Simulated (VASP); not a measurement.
# C (P6_3/mmc) in VASP: a series of runs, part 2 of 2

VASP 6.6.1. The steps go on from the part before.

### 4 Single point, PBE

This run uses another cell than the first one, of 6.01 Å³/atom.

File INCAR:

```
PREC = Accurate
ENCUT = 520
EDIFF = 1E-6
ISMEAR = -1
SIGMA = 0.05
LREAL = False
LASPH = True
NELM = 100
ALGO = Normal
ISIF = 2
LWAVE = False
LCHARG = False
GGA = PE
NBANDS = 36
```

File KPOINTS:

```
regular mesh
0
Gamma
  12 12 3
```

File POSCAR:

```
C
1.0
    2.5715654994      0.0000000000      0.0000000000
   -1.2857827497      2.2270410500      0.0000000000
    0.0000000000      0.0000000000     12.5980301500
C
12
Direct
    0.6666666667      0.3333333333      0.3541700000
    0.3333333333      0.6666666667      0.8541700000
    0.6666666667      0.3333333333      0.1458300000
    0.3333333333      0.6666666667      0.6458300000
    0.6666666667      0.3333333333      0.4791700000
    0.3333333333      0.6666666667      0.9791700000
    0.6666666667      0.3333333333      0.0208300000
    0.3333333333      0.6666666667      0.5208300000
    0.0000000000      0.0000000000      0.8125000000
    0.0000000000      0.0000000000      0.3125000000
    0.0000000000      0.0000000000      0.6875000000
    0.0000000000      0.0000000000      0.1875000000
```

Potentials or basis: VASP PAW PBE potentials, release 64 (C).

Command:

```
cat potpaw_PBE.64/C/POTCAR > POTCAR
mpirun -np 1 vasp_std > vasp.out
```

OUTCAR:

```text
PREC = Accurate
   ENCUT = 520
   EDIFF = 1E-6
   ISMEAR = -1
   LREAL = False
   LASPH = True
   NELM = 100
   ISIF = 2
   GGA = PE

 ion  position               nearest neighbor table
   1  0.667  0.333  0.354-   5 1.57  10 1.57  10 1.57  10 1.57
   2  0.333  0.667  0.854-   6 1.57   9 1.57   9 1.57   9 1.57
   3  0.667  0.333  0.146-   7 1.57  12 1.57  12 1.57  12 1.57
   4  0.333  0.667  0.646-   8 1.57  11 1.57  11 1.57  11 1.57
   5  0.667  0.333  0.479-   8 1.57   8 1.57   8 1.57   1 1.57
   6  0.333  0.667  0.979-   7 1.57   7 1.57   7 1.57   2 1.57
   7  0.667  0.333  0.021-   6 1.57   6 1.57   6 1.57   3 1.57
   8  0.333  0.667  0.521-   5 1.57   5 1.57   5 1.57   4 1.57
   9  0.000  0.000  0.812-  11 1.57   2 1.57   2 1.57   2 1.57
  10  0.000  0.000  0.312-  12 1.57   1 1.57   1 1.57   1 1.57
  11  0.000  0.000  0.688-   9 1.57   4 1.57   4 1.57   4 1.57
  12  0.000  0.000  0.188-  10 1.57   3 1.57   3 1.57   3 1.57

  LATTYP: Found a hexagonal cell.
 ALAT       =     2.5715654994
 C/A-ratio  =     4.8989730780

  Lattice vectors:

 A1 = (   2.5715654994,   0.0000000000,   0.0000000000)
 A2 = (  -1.2857827497,   2.2270410500,   0.0000000000)
 A3 = (   0.0000000000,   0.0000000000,  12.5980301500)

Analysis of symmetry for initial positions (statically):
=====================================================================
 Subroutine PRICEL returns:
 Original cell was already a primitive cell.

 Routine SETGRP: Setting up the symmetry group for a
 hexagonal supercell.

 Subroutine GETGRP returns: Found 24 space group operations
 (whereof 12 operations were pure point group operations)
 out of a pool of 24 trial point group operations.

The static configuration has the point symmetry D_3d.
 The point group associated with its full space group is D_6h.

Analysis of symmetry for dynamics (positions and initial velocities):
=====================================================================
 Subroutine PRICEL returns:
 Original cell was already a primitive cell.

 Routine SETGRP: Setting up the symmetry group for a
 hexagonal supercell.

 Subroutine GETGRP returns: Found 24 space group operations
 (whereof 12 operations were pure point group operations)
 out of a pool of 24 trial point group operations.

The dynamic configuration has the point symmetry D_3d.
 The point group associated with its full space group is D_6h.

 Subroutine INISYM returns: Found 24 space group operations
 (whereof 12 operations are pure point group operations),
 and found     1 'primitive' translations

----------------------------------------------------------------------------------------

                                     Primitive cell

  volume of cell :      72.1487

  direct lattice vectors                    reciprocal lattice vectors
     2.571565499  0.000000000  0.000000000     0.388868182  0.224513149  0.000000000
    -1.285782750  2.227041050  0.000000000     0.000000000  0.449026299  0.000000000
     0.000000000  0.000000000 12.598030150     0.000000000  0.000000000  0.079377489

  length of vectors
     2.571565499  2.571565499 12.598030150     0.449026299  0.449026299  0.079377489

  position of ions in fractional coordinates (direct lattice)
     0.666666667  0.333333333  0.354170000
     0.333333333  0.666666667  0.854170000
[... 50 lines left out ...]
 Found     38 irreducible k-points:

 Following reciprocal coordinates:
            Coordinates               Weight
  0.000000  0.000000  0.000000      1.000000
  0.083333  0.000000  0.000000      6.000000
  0.166667 -0.000000  0.000000      6.000000
  0.250000  0.000000  0.000000      6.000000
  0.333333  0.000000  0.000000      6.000000
  0.416667  0.000000  0.000000      6.000000
[... 16 lines left out ...]
  0.250000  0.000000  0.333333     12.000000
  0.333333  0.000000  0.333333     12.000000
 [... further k-points ...]
   k-points           NKPTS =     38   k-points in BZ     NKDIM =     38   number of bands    NBANDS=     36
   number of dos      NEDOS =    301   number of ions     NIONS =     12
   total plane-waves  NPLWV =  38400
   dimension x,y,z NGX =    20 NGY =   20 NGZ =   96
   dimension x,y,z NGXF=    40 NGYF=   40 NGZF=  192
   ions per type =              12
   NGX,Y,Z   is equivalent  to a cutoff of  12.93, 12.93, 12.67 a.u.
   NGXF,Y,Z  is equivalent  to a cutoff of  25.86, 25.86, 25.34 a.u.
 SYSTEM =  unknown system
   PREC   = accura    normal or accurate (medium, high low for compatibility)
   ISTART =      0    job   : 0-new  1-cont  2-samecut
   ICHARG =      2    charge: 1-file 2-atom 10-const
   ISPIN  =      1    spin polarized calculation?
   LNONCOLLINEAR =      F non collinear calculations
   LSORBIT =      F    spin-orbit coupling
   LASPH  =      T    aspherical Exc in radial PAW
   ENCUT  =  520.0 eV  38.22 Ry    6.18 a.u.   4.78  4.78 23.42*2*pi/ulx,y,z
   NELM   =    100;   NELMIN=  2; NELMDL= -5     # of ELM steps
   EDIFF  = 0.1E-05   stopping-criterion for ELM
   LREAL  =      F    real-space projection
[... 7 lines left out ...]
   TEBEG  =    0.0;   TEEND  =   0.0 temperature during run
   PSTRESS=    0.0 pullay stress
   NELECT =      48.0000    total number of electrons
   NUPDOWN=      -1.0000    fix difference up-down
   EMIN   =  10.00;   EMAX   =-10.00  energy-range for DOS
   EFERMI =   0.00;   METHOD = LEGACY
   ISMEAR =    -1;   SIGMA  =   0.05  broadening in eV -4-tet -1-fermi 0-gaus
   EFERMI_NEDOS =   21; number of points for ismear=-14 and -15
   IALGO  =     38    algorithm
   IMIX   =      4    mixing-type and parameters
     AMIX     =   0.40;   BMIX     =  1.00
     AMIX_MAG =   1.60;   BMIX_MAG =  1.00
  volume/ion in A,a.u.               =       6.01        40.57
  Fermi-wavevector in a.u.,A,eV,Ry     =   1.429154  2.700710 27.789651  2.042482
  Thomas-Fermi vector in A             =   2.549139
   LORBIT       =      0    0 simple, 1 ext, 2 COOP (PROOUT), +10 PAW based schemes
   GGA     = PE    functional components
   LHFCALC =     F    Hartree Fock is set to
   AEXX    =    0.0000 exact exchange contribution
   IVDW    =     0    specifies the selected vdW correction
   LEPSILON=     F    determine dielectric tensor
   LRPA    =     F    only Hartree local field effects (RPA)
 non-spin polarized calculation
  energy-cutoff  :      520.00
  volume of cell :       72.15
 maximum number of plane-waves:      1967
 NGX is ok and might be reduce to    20
   NGX =  9   NGY =  9   NGZ = 47

 number of electron      47.9999995 magnetization

 Free energy of the ion-electron system (eV)
  ---------------------------------------------------
  ext. energy  EPLUGINS =         0.00000000
  ---------------------------------------------------
  free energy    TOTEN  =      -108.78735891 eV

  energy without entropy =     -108.78735891  energy(sigma->0) =     -108.78735891

 E-fermi :   9.9467     XC(G=0): -12.9584

 val. band max:        8.9899806326   @ k =   0.0000   0.0000   0.0000
 cond. band min:      13.2156430727   @ k =   0.3333   0.0000   0.0000
 fundamental gap:      4.2256624401
 Fermi energy:         9.9466827616

 k-point     1 :       0.0000    0.0000    0.0000
  band No.  band energies     occupation
      1     -11.8139      2.00000
      2     -11.0975      2.00000
      3     -11.0549      2.00000
      4      -8.9295      2.00000
      5      -8.9082      2.00000
      6      -6.3423      2.00000
[... 925 lines left out ...]
     35      17.7201      0.00000
     36      18.2951      0.00000

 [... further k-points ...]
[... 5 lines left out ...]
  --------------------------------------------------------------------------------------
  -------------------------------------------------------------------------------------
  Total      -10.2988929    -10.2988929     -7.1446037      0.0000000      0.0000000      0.0000000
  in kB     -228.7034239   -228.7034239   -158.6573771      0.0000000      0.0000000      0.0000000
  external PRESSURE =    -205.3547416 kB  Pullay stress =       0.0000000 kB

 VOLUME and BASIS-vectors are now :
 -----------------------------------------------------------------------------
  energy-cutoff  :      520.00
  volume of cell :       72.15
      direct lattice vectors                 reciprocal lattice vectors
     2.571565499  0.000000000  0.000000000     0.388868182  0.224513149  0.000000000
    -1.285782750  2.227041050  0.000000000     0.000000000  0.449026299  0.000000000
     0.000000000  0.000000000 12.598030150     0.000000000  0.000000000  0.079377489

 POSITION                                       TOTAL-FORCE (eV/Angst)
 -----------------------------------------------------------------------------------
      1.28578      0.74235      4.46184        -0.000000      0.000000      0.275254
     -0.00000      1.48469     10.76086        -0.000000     -0.000000      0.275254
      1.28578      0.74235      1.83717        -0.000000      0.000000     -0.275254
     -0.00000      1.48469      8.13619         0.000000     -0.000000     -0.275254
      1.28578      0.74235      6.03660         0.000000      0.000000     -0.024934
     -0.00000      1.48469     12.33561        -0.000000     -0.000000     -0.024934
      1.28578      0.74235      0.26242         0.000000      0.000000      0.024934
     -0.00000      1.48469      6.56143         0.000000     -0.000000      0.024934
      0.00000      0.00000     10.23590        -0.000000     -0.000000      0.300888
      0.00000      0.00000      3.93688         0.000000      0.000000      0.300888
      0.00000      0.00000      8.66115        -0.000000     -0.000000     -0.300888
      0.00000      0.00000      2.36213         0.000000      0.000000     -0.300888
 -----------------------------------------------------------------------------------
    total drift:                               -0.000000      0.000000      0.000000

  FREE ENERGIE OF THE ION-ELECTRON SYSTEM (eV)
  ---------------------------------------------------
  free  energy   TOTEN  =      -108.7873589127 eV

  energy  without entropy=     -108.7873589127  energy(sigma->0) =     -108.78735891
```

Wall time 57 s (1 thread of AMD EPYC 9R45 (Zen 5), shared host); peak memory 0.18 GiB.

Results:

| Property | Result |
| --- | --- |
| Free energy | -108.7874 eV |
| Pressure | -20.5 GPa |
| Largest force | 0.301 eV/Å |
| Band gap on the k mesh | 4.23 eV (least direct gap 5.16 eV) |

Forces in eV/Å, atoms in the order of the input:
```
C    0.000  0.000  0.275
C    0.000  0.000  0.275
C    0.000  0.000 -0.275
C    0.000  0.000 -0.275
C    0.000  0.000 -0.025
C    0.000  0.000 -0.025
C    0.000  0.000  0.025
C    0.000  0.000  0.025
C    0.000  0.000  0.301
C    0.000  0.000  0.301
C    0.000  0.000 -0.301
C    0.000  0.000 -0.301
```

Caveat: the cell stands under tension; an odd mesh through Γ misses points on the zone boundary, where band edges can lie. As with any semilocal functional, this PBE gap is likely too small.

### 5 Single point, LDA

This run uses another cell than the first one, of 6.01 Å³/atom.

File INCAR:

```
  PREC = Accurate
  ENCUT = 520
  EDIFF = 1E-6
  ISMEAR = -1
  SIGMA = 0.05
  LREAL = F
  LASPH = T
  NELM = 80
  ALGO = Normal
  ISIF = 2
  LWAVE = F
  LCHARG = F
  GGA = CA
  NBANDS = 36
```

File KPOINTS:

```
Automatic mesh
0
Gamma
  12 12 3
```

POSCAR is that of step 4.

Potentials or basis: VASP PAW LDA potentials, release 64 (C).

Command:

```
cat potpaw_LDA.64/C/POTCAR > POTCAR
mpirun -np 1 vasp_std > vasp.out
```

OUTCAR:

```text
PREC = Accurate
   ENCUT = 520
   EDIFF = 1E-6
   ISMEAR = -1
   LREAL = F
   LASPH = T
   NELM = 80
   ISIF = 2
   GGA = CA

 ion  position               nearest neighbor table
   1  0.667  0.333  0.354-   5 1.57  10 1.57  10 1.57  10 1.57
   2  0.333  0.667  0.854-   6 1.57   9 1.57   9 1.57   9 1.57
   3  0.667  0.333  0.146-   7 1.57  12 1.57  12 1.57  12 1.57
   4  0.333  0.667  0.646-   8 1.57  11 1.57  11 1.57  11 1.57
   5  0.667  0.333  0.479-   8 1.57   8 1.57   8 1.57   1 1.57
   6  0.333  0.667  0.979-   7 1.57   7 1.57   7 1.57   2 1.57
   7  0.667  0.333  0.021-   6 1.57   6 1.57   6 1.57   3 1.57
   8  0.333  0.667  0.521-   5 1.57   5 1.57   5 1.57   4 1.57
   9  0.000  0.000  0.812-  11 1.57   2 1.57   2 1.57   2 1.57
  10  0.000  0.000  0.312-  12 1.57   1 1.57   1 1.57   1 1.57
  11  0.000  0.000  0.688-   9 1.57   4 1.57   4 1.57   4 1.57
  12  0.000  0.000  0.188-  10 1.57   3 1.57   3 1.57   3 1.57

  LATTYP: Found a hexagonal cell.
 ALAT       =     2.5715654994
 C/A-ratio  =     4.8989730780

  Lattice vectors:

 A1 = (   2.5715654994,   0.0000000000,   0.0000000000)
 A2 = (  -1.2857827497,   2.2270410500,   0.0000000000)
 A3 = (   0.0000000000,   0.0000000000,  12.5980301500)

Analysis of symmetry for initial positions (statically):
=====================================================================
 Subroutine PRICEL returns:
 Original cell was already a primitive cell.

 Routine SETGRP: Setting up the symmetry group for a
 hexagonal supercell.

 Subroutine GETGRP returns: Found 24 space group operations
 (whereof 12 operations were pure point group operations)
 out of a pool of 24 trial point group operations.

The static configuration has the point symmetry D_3d.
 The point group associated with its full space group is D_6h.

[... 155 lines left out ...]
  Fermi-wavevector in a.u.,A,eV,Ry     =   1.429154  2.700710 27.789651  2.042482
  Thomas-Fermi vector in A             =   2.549139
   LORBIT       =      0    0 simple, 1 ext, 2 COOP (PROOUT), +10 PAW based schemes
   GGA     = CA    functional components
   LHFCALC =     F    Hartree Fock is set to
   AEXX    =    0.0000 exact exchange contribution
   IVDW    =     0    specifies the selected vdW correction
   LEPSILON=     F    determine dielectric tensor
   LRPA    =     F    only Hartree local field effects (RPA)
 non-spin polarized calculation
  energy-cutoff  :      520.00
  volume of cell :       72.15
 maximum number of plane-waves:      1967
 NGX is ok and might be reduce to    20
   NGX =  9   NGY =  9   NGZ = 47

 number of electron      47.9999994 magnetization

 Free energy of the ion-electron system (eV)
  ---------------------------------------------------
  ext. energy  EPLUGINS =         0.00000000
  ---------------------------------------------------
  free energy    TOTEN  =      -120.74886053 eV

  energy without entropy =     -120.74886053  energy(sigma->0) =     -120.74886053

 E-fermi :   9.9069     XC(G=0): -13.2178

 val. band max:        8.9740774614   @ k =   0.0000   0.0000   0.0000
 cond. band min:      13.1618584110   @ k =   0.3333   0.0000   0.0000
 fundamental gap:      4.1877809496
 Fermi energy:         9.9069400267

 k-point     1 :       0.0000    0.0000    0.0000
  band No.  band energies     occupation
      1     -11.6771      2.00000
      2     -10.9608      2.00000
      3     -10.9184      2.00000
      4      -8.7891      2.00000
      5      -8.7679      2.00000
      6      -6.1415      2.00000
[... 925 lines left out ...]
     35      17.6256      0.00000
     36      18.2717      0.00000

 [... further k-points ...]
[... 5 lines left out ...]
  --------------------------------------------------------------------------------------
  -------------------------------------------------------------------------------------
  Total      -16.1551902    -16.1551902    -12.9535234     -0.0000000      0.0000000     -0.0000000
  in kB     -358.7518925   -358.7518925   -287.6537499     -0.0000000      0.0000000     -0.0000000
  external PRESSURE =    -335.0525116 kB  Pullay stress =       0.0000000 kB

 VOLUME and BASIS-vectors are now :
 -----------------------------------------------------------------------------
  energy-cutoff  :      520.00
  volume of cell :       72.15
      direct lattice vectors                 reciprocal lattice vectors
     2.571565499  0.000000000  0.000000000     0.388868182  0.224513149  0.000000000
    -1.285782750  2.227041050  0.000000000     0.000000000  0.449026299  0.000000000
     0.000000000  0.000000000 12.598030150     0.000000000  0.000000000  0.079377489

 POSITION                                       TOTAL-FORCE (eV/Angst)
 -----------------------------------------------------------------------------------
      1.28578      0.74235      4.46184         0.000000     -0.000000      0.277454
     -0.00000      1.48469     10.76086        -0.000000     -0.000000      0.277454
      1.28578      0.74235      1.83717         0.000000      0.000000     -0.277454
     -0.00000      1.48469      8.13619        -0.000000      0.000000     -0.277454
      1.28578      0.74235      6.03660        -0.000000     -0.000000     -0.025478
     -0.00000      1.48469     12.33561        -0.000000      0.000000     -0.025478
      1.28578      0.74235      0.26242         0.000000     -0.000000      0.025478
     -0.00000      1.48469      6.56143        -0.000000      0.000000      0.025478
      0.00000      0.00000     10.23590        -0.000000     -0.000000      0.307565
      0.00000      0.00000      3.93688         0.000000      0.000000      0.307565
      0.00000      0.00000      8.66115        -0.000000      0.000000     -0.307565
      0.00000      0.00000      2.36213         0.000000     -0.000000     -0.307565
 -----------------------------------------------------------------------------------
    total drift:                               -0.000000      0.000000      0.000000

  FREE ENERGIE OF THE ION-ELECTRON SYSTEM (eV)
  ---------------------------------------------------
  free  energy   TOTEN  =      -120.7488605283 eV

  energy  without entropy=     -120.7488605282  energy(sigma->0) =     -120.74886053
```

OSZICAR:

```text
N       E                     dE             d eps       ncg     rms          rms(c)
DAV:   1     0.109787040224E+03    0.10979E+03   -0.25266E+04  2736   0.130E+03
DAV:   2    -0.115540503569E+03   -0.22533E+03   -0.21127E+03  3612   0.250E+02
DAV:   3    -0.124703476268E+03   -0.91630E+01   -0.90882E+01  3632   0.457E+01
DAV:   4    -0.124827420479E+03   -0.12394E+00   -0.12359E+00  3616   0.567E+00
DAV:   5    -0.124830382165E+03   -0.29617E-02   -0.29593E-02  3516   0.827E-01    0.129E+01
DAV:   6    -0.121815403415E+03    0.30150E+01   -0.21090E+00  3284   0.645E+00    0.747E+00
DAV:   7    -0.120755416812E+03    0.10600E+01   -0.26398E+00  3260   0.733E+00    0.143E+00
DAV:   8    -0.120748900286E+03    0.65165E-02   -0.79357E-02  3468   0.132E+00    0.685E-02
DAV:   9    -0.120748845015E+03    0.55271E-04   -0.10341E-03  3500   0.170E-01    0.334E-02
DAV:  10    -0.120748862657E+03   -0.17642E-04   -0.40917E-05  3432   0.325E-02    0.119E-02
DAV:  11    -0.120748860601E+03    0.20560E-05   -0.59291E-06  3440   0.116E-02    0.188E-03
DAV:  12    -0.120748860528E+03    0.72633E-07   -0.38315E-07  2604   0.358E-03
   1 F= -.12074886E+03 E0= -.12074886E+03  d E =-.859287E-10
```

It took 56 s on 1 thread of AMD EPYC 9R45 (Zen 5), shared host; peak memory 0.16 GiB.

What came out:

```
Free energy            : -120.7489 eV
Pressure               : -33.5 GPa
Largest force          : 0.308 eV/Å
Band gap on the k mesh : 4.19 eV (least direct gap 5.11 eV)
```

Forces in eV/Å, atoms in the order of the input:
```
C    0.000  0.000  0.277
C    0.000  0.000  0.277
C    0.000  0.000 -0.277
C    0.000  0.000 -0.277
C    0.000  0.000 -0.025
C    0.000  0.000 -0.025
C    0.000  0.000  0.025
C    0.000  0.000  0.025
C    0.000  0.000  0.308
C    0.000  0.000  0.308
C    0.000  0.000 -0.308
C    0.000  0.000 -0.308
```

Stress tensor (GPa, compression positive):
```
-35.88   0.00   0.00
  0.00 -35.88   0.00
  0.00   0.00 -28.77
```

Caveat: the cell stands under tension; an odd mesh through Γ misses points on the zone boundary, where band edges can lie.

### 6 Overview

| task | level | potentials or basis | cell | cutoff (eV) | gap on the mesh (eV) | pressure (GPa) | largest force (eV/Å) |
| --- | --- | --- | --- | --- | --- | --- | --- |
| relaxation of cell and atoms | BLYP | VASP PAW PBE potentials, release 64 (C) | relaxed from a = 2.522, b = 2.522, c = 12.356 Å, angles 90.0, 90.0, 120.0°, 12 atoms | 600 | 4.67 | 0.0 | - |
| single point | LDA | VASP PAW LDA potentials, release 64 (C) | a = 2.555, b = 2.555, c = 12.518 Å, angles 90.0, 90.0, 120.0°, 12 atoms | 520 | 4.24 | -26.8 | 0.32 |
| single point | PBE | VASP PAW PBE potentials, release 64 (C) | a = 2.572, b = 2.572, c = 12.598 Å, angles 90.0, 90.0, 120.0°, 12 atoms | 520 | 4.23 | -20.5 | 0.30 |
| single point | LDA | VASP PAW LDA potentials, release 64 (C) | a = 2.572, b = 2.572, c = 12.598 Å, angles 90.0, 90.0, 120.0°, 12 atoms | 520 | 4.19 | -33.5 | 0.31 |

Alike in all rows: no spin polarisation; k mesh 12 × 12 × 3; smearing fermi-dirac 0.05 eV.

Caveats: an odd mesh through Γ misses points on the zone boundary, where band edges can lie; the cell stands under tension (at least some runs); the PAW data sets were made with another functional, which shifts forces and pressure a little (at least some runs).

Total energies depend on the potentials used, so only differences within one code and one set of settings carry meaning.
